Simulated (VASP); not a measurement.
CoSi (zincblende type), 2 atoms in the cell. The structure is cubic, space group F-43m (No. 216). Conventional cell: a = 3.962 Å, b = 3.962 Å, c = 3.962 Å, α = 90.00°, β = 90.00°, γ = 90.00°. Within 2.3 Å of Co (site symmetry -43m) lie 4 Si at 1.72 Å. Within 2.3 Å of Si (site symmetry -43m) lie 4 Co at 1.72 Å. 

- Program: VASP 6.6.1
- Task: relaxation of cell and atoms
- Functional: PBEsol
- Potentials or basis: VASP PAW PBE potentials, release 64 (Co, Si)
- Cutoff: 600 eV
- k mesh: 15 × 15 × 15
- Occupations: fermi-dirac, width 0.08 eV
- Spin: collinear spin, ferromagnetic start
- Starting moments: [1.7, 0.0] μB
- Target pressure: 270 GPa
- Dipole correction: no
- Further INCAR settings: ALGO = Normal; EDIFF = 1e-06; IBRION = 2; EDIFFG = -0.005; NSW = 60; ISIF = 3

Potentials or basis: VASP PAW PBE potentials, release 64 (Co, Si).

Run with:

```bash
$ cat potpaw_PBE.64/Co/POTCAR potpaw_PBE.64/Si/POTCAR > POTCAR
$ mpirun -np 1 vasp_std > vasp.out
```

Hardware: 1 thread of Intel(R) Xeon(R) 6975P-C (Granite Rapids), on a shared host.

Estimate the wall time of this run.

It took 88 s on 1 thread of Intel(R) Xeon(R) 6975P-C (Granite Rapids), on a shared host, peak memory 0.19 GiB. Counts: scf iterations 70, k points 120, ion steps 15.
